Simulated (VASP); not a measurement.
Here is a VASP 6.6.1 calculation.

POSCAR

```
RbBr
1.0
    0.0000000000      3.4039993070      3.4039993070
    3.4039993070      0.0000000000      3.4039993070
    3.4039993070      3.4039993070      0.0000000000
Rb Br
1 1
Direct
    0.0000000000      0.0000000000      0.0000000000
    0.5000000000      0.5000000000      0.5000000000
```

File INCAR.step1:

```
PREC = Accurate
ENCUT = 520
EDIFF = 1E-5
ISMEAR = -1
SIGMA = 0.05
LREAL = F
LASPH = T
NELM = 60
ALGO = Normal
ISIF = 2
LWAVE = T
LCHARG = F
GGA = PE
NBANDS = 15
```

File INCAR.step2:

```
PREC = Accurate
ENCUT = 520
EDIFF = 1E-7
ISMEAR = -1
SIGMA = 0.05
LREAL = F
LASPH = T
NELM = 60
ALGO = Normal
ISIF = 2
LWAVE = F
LCHARG = F
GGA = PE
LHFCALC = T
AEXX = 0.25
PRECFOCK = Normal
ISTART = 1
NBANDS = 15
```

The input KPOINTS:

```
Automatic mesh
0
Gamma
  4 4 4
```

Potentials or basis: VASP PAW PBE potentials, release 64 (Rb_sv, Br).

Run with:

```sh
$ cat potpaw_PBE.64/Rb_sv/POTCAR potpaw_PBE.64/Br/POTCAR > POTCAR
$ cp INCAR.step1 INCAR
$ mpirun -np 1 vasp_std > vasp.out
$ cp INCAR.step2 INCAR
$ mpirun -np 1 vasp_std > vasp.out
```

(1) Estimate the pressure.

(2) Predict the band gap on the k mesh.

## Answers

(1) 1.1 GPa.

(2) 6.31 eV.

Caveat: the PAW data sets were made with another functional, which shifts forces and pressure a little.
